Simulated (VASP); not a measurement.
# SiTe4H (P4/mmm) in VASP: further runs

SiTe4H is run at these levels: PBE; tasks: single point, relaxation of cell and atoms.

All numbers are computed with VASP 6.6.1; they aren't measurements. Logs are shortened: lines on timing, memory, paths and dates and some standing lists are left out, and cuts for length are marked.

## (1) The cell of the first run

The structure is tetragonal, space group P4/mmm (No. 123). Conventional cell: a = 6.220 Å, b = 6.220 Å, c = 4.914 Å, α = 90.00°, β = 90.00°, γ = 90.00°. Si (site symmetry 4/mmm) has 16 Te at 4.19 Å and 2 Si at 4.91 Å and 8 H at 5.04 Å within 5.5 Å. Te (site symmetry m2m) has 1 H at 1.76 Å within 2.3 Å. Within 2.3 Å of H (site symmetry 4/mmm) lie 4 Te at 1.76 Å.

## (2) Single point, PBE

Contents of INCAR:

```
  PREC = Accurate
  ENCUT = 520
  EDIFF = 1E-6
  ISMEAR = 0
  SIGMA = 0.1
  LREAL = F
  LASPH = T
  NELM = 80
  ALGO = Normal
  ISIF = 2
  LWAVE = F
  LCHARG = F
  GGA = PE
  NBANDS = 24
```

Contents of KPOINTS:

```
regular mesh
0
Gamma
  4 4 4
```

Contents of POSCAR:

```
SiTe4H
1.0
    6.2195625300      0.0000000000      0.0000000000
    0.0000000000      6.2195625300      0.0000000000
    0.0000000000      0.0000000000      4.9139236500
Si Te H
1 4 1
Direct
    0.0000000000      0.0000000000      0.0000000000
    0.2165332200      0.5000000000      0.5000000000
    0.7834667800      0.5000000000      0.5000000000
    0.5000000000      0.7834667800      0.5000000000
    0.5000000000      0.2165332200      0.5000000000
    0.5000000000      0.5000000000      0.5000000000
```

Potentials or basis: VASP PAW PBE potentials, release 64 (Si, Te, H).

The run is started by

```
$ cat potpaw_PBE.64/Si/POTCAR potpaw_PBE.64/Te/POTCAR potpaw_PBE.64/H/POTCAR > POTCAR
$ mpirun -np 1 vasp_std > vasp.out
```

OUTCAR:

```text
PREC = Accurate
   ENCUT = 520
   EDIFF = 1E-6
   ISMEAR = 0
   LREAL = F
   LASPH = T
   NELM = 80
   ISIF = 2
   GGA = PE

 ion  position               nearest neighbor table
   1  0.000  0.000  0.000-
   2  0.217  0.500  0.500-   6 1.76   5 2.49   4 2.49   3 2.69   3 3.53
   3  0.783  0.500  0.500-   6 1.76   5 2.49   4 2.49   2 2.69   2 3.53
   4  0.500  0.783  0.500-   6 1.76   3 2.49   2 2.49   5 2.69   5 3.53
   5  0.500  0.217  0.500-   6 1.76   3 2.49   2 2.49   4 2.69   4 3.53
   6  0.500  0.500  0.500-   2 1.76   3 1.76   4 1.76   5 1.76

  LATTYP: Found a simple tetragonal cell.
 ALAT       =     6.2195625300
 C/A-ratio  =     0.7900754476

  Lattice vectors:

 A1 = (   6.2195625300,   0.0000000000,   0.0000000000)
 A2 = (   0.0000000000,   6.2195625300,   0.0000000000)
 A3 = (   0.0000000000,   0.0000000000,   4.9139236500)

Analysis of symmetry for initial positions (statically):
=====================================================================
 Subroutine PRICEL returns:
 Original cell was already a primitive cell.

 Routine SETGRP: Setting up the symmetry group for a
 simple tetragonal supercell.

 Subroutine GETGRP returns: Found 16 space group operations
 (whereof 16 operations were pure point group operations)
 out of a pool of 16 trial point group operations.

The static configuration has the point symmetry D_4h.

Analysis of symmetry for dynamics (positions and initial velocities):
=====================================================================
 Subroutine PRICEL returns:
 Original cell was already a primitive cell.

 Routine SETGRP: Setting up the symmetry group for a
 simple tetragonal supercell.

 Subroutine GETGRP returns: Found 16 space group operations
 (whereof 16 operations were pure point group operations)
 out of a pool of 16 trial point group operations.

The dynamic configuration has the point symmetry D_4h.

 Subroutine INISYM returns: Found 16 space group operations
 (whereof 16 operations are pure point group operations),
 and found     1 'primitive' translations

----------------------------------------------------------------------------------------

                                     Primitive cell

  volume of cell :     190.0851

  direct lattice vectors                    reciprocal lattice vectors
     6.219562530  0.000000000  0.000000000     0.160783012  0.000000000  0.000000000
     0.000000000  6.219562530  0.000000000     0.000000000  0.160783012  0.000000000
     0.000000000  0.000000000  4.913923650     0.000000000  0.000000000  0.203503365

  length of vectors
     6.219562530  6.219562530  4.913923650     0.160783012  0.160783012  0.203503365

  position of ions in fractional coordinates (direct lattice)
     0.000000000  0.000000000  0.000000000
     0.216533220  0.500000000  0.500000000
     0.783466780  0.500000000  0.500000000
     0.500000000  0.783466780  0.500000000
     0.500000000  0.216533220  0.500000000
     0.500000000  0.500000000  0.500000000

  ion indices of the primitive-cell ions
   primitive index   ion index
                 1           1
                 2           2
                 3           3
                 4           4
                 5           5
                 6           6

----------------------------------------------------------------------------------------

 KPOINTS: regular mesh

Automatic generation of k-mesh.
 Grid dimensions read from file:
 generate k-points for:    4    4    4

 Generating k-lattice:

  Cartesian coordinates                     Fractional coordinates (reciprocal lattice)
     0.040195753  0.000000000  0.000000000     0.250000000  0.000000000  0.000000000
     0.000000000  0.040195753  0.000000000     0.000000000  0.250000000  0.000000000
     0.000000000  0.000000000  0.050875841     0.000000000  0.000000000  0.250000000

  Length of vectors
     0.040195753  0.040195753  0.050875841

  Shift w.r.t. Gamma in fractional coordinates (k-lattice)
     0.000000000  0.000000000  0.000000000

 Subroutine IBZKPT returns following result:
 ===========================================

 Found     18 irreducible k-points:

 Following reciprocal coordinates:
            Coordinates               Weight
  0.000000  0.000000  0.000000      1.000000
  0.250000  0.000000  0.000000      4.000000
  0.500000  0.000000  0.000000      2.000000
  0.250000  0.250000  0.000000      4.000000
  0.500000  0.250000  0.000000      4.000000
  0.500000  0.500000  0.000000      1.000000
[... 10 lines left out ...]
  0.500000  0.250000  0.500000      4.000000
  0.500000  0.500000  0.500000      1.000000
   k-points           NKPTS =     18   k-points in BZ     NKDIM =     18   number of bands    NBANDS=     24
   number of dos      NEDOS =    301   number of ions     NIONS =      6
   total plane-waves  NPLWV =  92160
   dimension x,y,z NGX =    48 NGY =   48 NGZ =   40
   dimension x,y,z NGXF=    96 NGYF=   96 NGZF=   80
   ions per type =               1   4   1
   NGX,Y,Z   is equivalent  to a cutoff of  12.83, 12.83, 13.53 a.u.
   NGXF,Y,Z  is equivalent  to a cutoff of  25.66, 25.66, 27.07 a.u.
 SYSTEM =  unknown system
   PREC   = accura    normal or accurate (medium, high low for compatibility)
   ISTART =      0    job   : 0-new  1-cont  2-samecut
   ICHARG =      2    charge: 1-file 2-atom 10-const
   ISPIN  =      1    spin polarized calculation?
   LNONCOLLINEAR =      F non collinear calculations
   LSORBIT =      F    spin-orbit coupling
   LASPH  =      T    aspherical Exc in radial PAW
   ENCUT  =  520.0 eV  38.22 Ry    6.18 a.u.  11.56 11.56  9.14*2*pi/ulx,y,z
   NELM   =     80;   NELMIN=  2; NELMDL= -5     # of ELM steps
   EDIFF  = 0.1E-05   stopping-criterion for ELM
   LREAL  =      F    real-space projection
   EDIFFG = 0.1E-04   stopping-criterion for IOM
   NSW    =      0    number of steps for IOM
   IBRION =     -1    ionic relax: 0-MD 1-quasi-New 2-CG
   NFREE  =      0    steps in history (QN), initial steepest desc. (CG)
   ISIF   =      2    stress and relaxation
   ISYM   =      2    0-nonsym 1-usesym 2-fastsym
   POTIM  = 0.5000    time-step for ionic-motion
   TEBEG  =    0.0;   TEEND  =   0.0 temperature during run
   PSTRESS=    0.0 pullay stress
   NELECT =      29.0000    total number of electrons
   NUPDOWN=      -1.0000    fix difference up-down
   EMIN   =  10.00;   EMAX   =-10.00  energy-range for DOS
   EFERMI =   0.00;   METHOD = LEGACY
   ISMEAR =     0;   SIGMA  =   0.10  broadening in eV -4-tet -1-fermi 0-gaus
   EFERMI_NEDOS =   21; number of points for ismear=-14 and -15
   IALGO  =     38    algorithm
   IMIX   =      4    mixing-type and parameters
     AMIX     =   0.40;   BMIX     =  1.00
     AMIX_MAG =   1.60;   BMIX_MAG =  1.00
  volume/ion in A,a.u.               =      31.68       213.79
  Fermi-wavevector in a.u.,A,eV,Ry     =   0.874765  1.653066 10.411369  0.765214
  Thomas-Fermi vector in A             =   1.994342
   LORBIT       =      0    0 simple, 1 ext, 2 COOP (PROOUT), +10 PAW based schemes
   GGA     = PE    functional components
   LHFCALC =     F    Hartree Fock is set to
   AEXX    =    0.0000 exact exchange contribution
   IVDW    =     0    specifies the selected vdW correction
   LEPSILON=     F    determine dielectric tensor
   LRPA    =     F    only Hartree local field effects (RPA)
 non-spin polarized calculation
 Gauss-broadening in eV      SIGMA  =   0.10
  energy-cutoff  :      520.00
  volume of cell :      190.09
 maximum number of plane-waves:      5186
 NGX is ok and might be reduce to    48
   NGX = 23   NGY = 23   NGZ = 19

 number of electron      28.9999997 magnetization

 Free energy of the ion-electron system (eV)
  ---------------------------------------------------
  ext. energy  EPLUGINS =         0.00000000
  ---------------------------------------------------
  free energy    TOTEN  =        -8.15718455 eV

  energy without entropy =       -8.10262008  energy(sigma->0) =       -8.12990231

 E-fermi :   4.7018     XC(G=0):  -8.1290

 val. band max:        4.6881934405   @ k =   0.2500   0.2500   0.5000
 cond. band min:       4.7089729066   @ k =   0.2500   0.0000   0.2500
 fundamental gap:      0.0207794660
 Fermi energy:         4.7017954216

 k-point     1 :       0.0000    0.0000    0.0000
  band No.  band energies     occupation
      1     -13.1670      2.00000
      2      -7.7681      2.00000
      3      -7.7681      2.00000
      4      -6.8211      2.00000
      5      -5.7837      2.00000
      6      -1.9132      2.00000
[... 16 lines left out ...]
     23       8.9605      0.00000
     24       9.4055      0.00000

 k-point     2 :       0.2500    0.0000    0.0000
  band No.  band energies     occupation
      1     -13.1118      2.00000
      2      -8.6644      2.00000
      3      -7.7447      2.00000
      4      -6.4019      2.00000
      5      -4.5952      2.00000
      6      -1.9854      2.00000
[... 16 lines left out ...]
     23       9.0731      0.00000
     24       9.3609      0.00000

 k-point     3 :       0.5000    0.0000    0.0000
  band No.  band energies     occupation
      1     -13.0520      2.00000
      2      -9.1505      2.00000
      3      -7.7209      2.00000
      4      -6.3375      2.00000
      5      -2.2406      2.00000
      6      -2.0576      2.00000
[... 16 lines left out ...]
     23       9.6503      0.00000
     24       9.8605      0.00000

 k-point     4 :       0.2500    0.2500    0.0000
  band No.  band energies     occupation
      1     -13.0550      2.00000
      2      -8.6920      2.00000
      3      -8.5903      2.00000
      4      -5.0829      2.00000
      5      -4.3043      2.00000
      6      -2.3391      2.00000
[... 16 lines left out ...]
     23       9.2372      0.00000
     24       9.5627      0.00000

 k-point     5 :       0.5000    0.2500    0.0000
  band No.  band energies     occupation
      1     -12.9934      2.00000
      2      -9.1354      2.00000
      3      -8.6219      2.00000
      4      -4.7502      2.00000
      5      -2.5794      2.00000
      6      -2.2252      2.00000
[... 16 lines left out ...]
     23       9.7553      0.00000
     24       9.8853      0.00000

 k-point     6 :       0.5000    0.5000    0.0000
  band No.  band energies     occupation
      1     -12.9295      2.00000
      2      -9.1199      2.00000
      3      -9.1199      2.00000
      4      -2.8533      2.00000
      5      -2.7715      2.00000
      6      -1.8167      2.00000
[... 16 lines left out ...]
     23       9.8243      0.00000
     24      10.9086      0.00000
[... 217 lines left out ...]
 k-point    15 :       0.5000    0.0000    0.5000
  band No.  band energies     occupation
      1     -13.0310      2.00000
      2      -9.1023      2.00000
      3      -7.6835      2.00000
      4      -6.2866      2.00000
      5      -2.1752      2.00000
      6      -2.0197      2.00000
[... 16 lines left out ...]
     23      10.0172      0.00000
     24      10.8059      0.00000

 k-point    16 :       0.2500    0.2500    0.5000
  band No.  band energies     occupation
      1     -13.0337      2.00000
      2      -8.6486      2.00000
      3      -8.5451      2.00000
      4      -5.0369      2.00000
      5      -4.2428      2.00000
      6      -2.0762      2.00000
[... 16 lines left out ...]
     23      10.0012      0.00000
     24      10.0307      0.00000

 k-point    17 :       0.5000    0.2500    0.5000
  band No.  band energies     occupation
      1     -12.9731      2.00000
      2      -9.0891      2.00000
      3      -8.5793      2.00000
      4      -4.7026      2.00000
      5      -2.1617      2.00000
      6      -2.0056      2.00000
[... 16 lines left out ...]
     23       9.9226      0.00000
     24      10.2566      0.00000

 k-point    18 :       0.5000    0.5000    0.5000
  band No.  band energies     occupation
      1     -12.9102      2.00000
      2      -9.0756      2.00000
      3      -9.0756      2.00000
      4      -2.7179      2.00000
      5      -2.2098      2.00000
      6      -1.9198      2.00000
[... 16 lines left out ...]
     23      10.4966      0.00000
     24      10.7959      0.00000

------------------------ aborting loop because EDIFF is reached ----------------------------------------

  FORCE on cell =-STRESS in cart. coord.  units (eV):
  Direction    XX          YY          ZZ          XY          YZ          ZX
  --------------------------------------------------------------------------------------
  -------------------------------------------------------------------------------------
  Total       43.4195718     43.4195718     -4.0103692      0.0000000     -0.0000000      0.0000000
  in kB      365.9721497    365.9721497    -33.8023471      0.0000000     -0.0000000      0.0000000
  external PRESSURE =     232.7139841 kB  Pullay stress =       0.0000000 kB

 VOLUME and BASIS-vectors are now :
 -----------------------------------------------------------------------------
  energy-cutoff  :      520.00
  volume of cell :      190.09
      direct lattice vectors                 reciprocal lattice vectors
     6.219562530  0.000000000  0.000000000     0.160783012  0.000000000  0.000000000
     0.000000000  6.219562530  0.000000000     0.000000000  0.160783012  0.000000000
     0.000000000  0.000000000  4.913923650     0.000000000  0.000000000  0.203503365

 POSITION                                       TOTAL-FORCE (eV/Angst)
 -----------------------------------------------------------------------------------
      0.00000      0.00000      0.00000         0.000000      0.000000      0.000000
      1.34674      3.10978      2.45696        -7.761487      0.000000     -0.000000
      4.87282      3.10978      2.45696         7.761487      0.000000      0.000000
      3.10978      4.87282      2.45696         0.000000      7.761487     -0.000000
      3.10978      1.34674      2.45696         0.000000     -7.761487     -0.000000
      3.10978      3.10978      2.45696         0.000000      0.000000      0.000000
 -----------------------------------------------------------------------------------
    total drift:                               -0.000000     -0.000000     -0.000000

  FREE ENERGIE OF THE ION-ELECTRON SYSTEM (eV)
  ---------------------------------------------------
  free  energy   TOTEN  =        -8.1571845468 eV

  energy  without entropy=       -8.1026200826  energy(sigma->0) =       -8.12990231
```

It took 1.8 min on 1 thread of Oxide Virtual Turin-like, shared host; peak memory 0.28 GiB.

Results:

| Item | Value |
| --- | --- |
| Free energy | -8.1572 eV |
| Pressure | 23.3 GPa |
| Largest force | 7.761 eV/Å |

Forces on the atoms (eV/Å):
```
Si   0.000  0.000  0.000
Te  -7.761  0.000  0.000
Te   7.761  0.000  0.000
Te   0.000  7.761  0.000
Te   0.000 -7.761  0.000
H    0.000  0.000  0.000
```

Stress tensor (GPa, compression positive):
```
36.60  0.00  0.00
 0.00 36.60  0.00
 0.00  0.00 -3.38
```

Caveat: spin-orbit coupling is left out, which moves the levels of the heavy elements; forces of over 1 eV/Å act on the atoms, so gaps and moduli don't describe the material at rest.

## (3) Relaxation of cell and atoms, PBE

This run uses another cell than the first one, of 29.21 Å³/atom, 0.922 times its volume.

Contents of INCAR:

```
  PREC = Accurate
  ENCUT = 600
  EDIFF = 1E-6
  ISMEAR = 0
  SIGMA = 0.1
  LREAL = False
  LASPH = True
  NELM = 80
  ALGO = Normal
  ISIF = 3
  LWAVE = False
  LCHARG = False
  GGA = PE
  IBRION = 2
  NSW = 90
  EDIFFG = -0.04
```

Contents of KPOINTS:

```
regular mesh
0
Gamma
  2 2 6
```

Contents of POSCAR:

```
SiTe4H
1.0
    7.4830909209      0.0000000000      0.0000000000
    0.0000000000      7.4830909209      0.0000000000
    0.0000000000      0.0000000000      3.1301045276
Si Te H
1 4 1
Direct
    0.0000000000      0.0000000000      0.0000000000
    0.1929834090      0.5000000000      0.5000000000
    0.8070165910      0.5000000000      0.5000000000
    0.5000000000      0.8070165910      0.5000000000
    0.5000000000      0.1929834090      0.5000000000
    0.5000000000      0.5000000000      0.5000000000
```

Potentials or basis: VASP PAW PBE potentials, release 64 (Si, Te, H).

The run is started by

```
$ cat potpaw_PBE.64/Si/POTCAR potpaw_PBE.64/Te/POTCAR potpaw_PBE.64/H/POTCAR > POTCAR
$ mpirun -np 1 vasp_std > vasp.out
```

Run time: 4.2 min. Hardware: 1 thread of Oxide Virtual Turin-like, shared host; peak memory 0.31 GiB.

It converged, with:

```yaml
Free_energy: -16.3809 eV
Relaxed_volume: 29.78 Å³/atom
Relaxed_cell: a = 7.614 Å, b = 7.614 Å, c = 3.082 Å, α = 90.00°, β = 90.00°, γ = 90.00°
Space_group_after_relaxing_to_0.05_Å: P4/mmm (No. 123)
Energy_gained_by_relaxing: 11.8 meV/atom
Ionic_steps: 8
Pressure_after_relaxing: 0.0 GPa
Largest_force_after_relaxing: 0.013 eV/Å
```

Forces in eV/Å, atoms in the order of the input:
```
Si   0.000  0.000  0.000
Te  -0.013  0.000  0.000
Te   0.013  0.000  0.000
Te   0.000  0.013  0.000
Te   0.000 -0.013  0.000
H    0.000  0.000  0.000
```

Stress tensor (GPa, compression positive):
```
-0.11  0.00  0.00
 0.00 -0.11  0.00
 0.00  0.00  0.19
```

Step by step:
```csv
step,energy change (eV),largest force (eV/Å),pressure (GPa),volume (Å³)
1,0.0000,0.3136,0.33,175.28
2,-0.0537,0.2658,0.10,176.75
3,-0.0603,0.2192,0.08,177.24
4,-0.0600,0.1188,0.03,178.19
5,-0.0619,0.1653,0.05,177.76
6,-0.0619,0.1749,0.05,177.67
7,-0.0687,0.0675,0.00,178.17
8,-0.0711,0.0130,-0.01,178.69
```

Final structure:
```cif
data_structure
_symmetry_space_group_name_H-M 'P 1'
_symmetry_Int_Tables_number 1
_cell_length_a 7.6143
_cell_length_b 7.6143
_cell_length_c 3.0821
_cell_angle_alpha 90.000
_cell_angle_beta 90.000
_cell_angle_gamma 90.000
_cell_volume 178.69
loop_
_atom_site_label
_atom_site_type_symbol
_atom_site_fract_x
_atom_site_fract_y
_atom_site_fract_z
_atom_site_occupancy
Si1 Si 0.00000 0.00000 0.00000 1
Te1 Te 0.18659 0.50000 0.50000 1
Te2 Te 0.81341 0.50000 0.50000 1
Te3 Te 0.50000 0.81341 0.50000 1
Te4 Te 0.50000 0.18659 0.50000 1
H1 H 0.50000 0.50000 0.50000 1
```

Levels at points of the mesh, in eV from the Fermi level:
```tsv
k point	band 12	band 13	band 14	band 15	band 16	band 17
(0.00, 0.00, 0.00)	-0.37	-0.08	0.40	1.08	1.08	2.27
(0.50, 0.00, 0.00)	-0.87	-0.54	0.40	0.65	2.53	2.70
(0.50, 0.50, 0.00)	-1.64	0.14	0.14	2.70	2.70	2.73
(0.00, 0.00, 0.50)	-1.56	-1.37	-1.37	-0.92	1.18	1.18
(0.50, 0.00, 0.50)	-2.21	-2.03	-0.32	-0.18	0.36	1.05
(0.50, 0.50, 0.50)	-2.99	-2.92	-1.26	0.03	0.64	0.64
```

Caveat: the k points lie up to 0.41 Å⁻¹ apart in the final cell; spin-orbit coupling is left out, which moves the levels of the heavy elements.

(Part 1 of 3 ends here.)
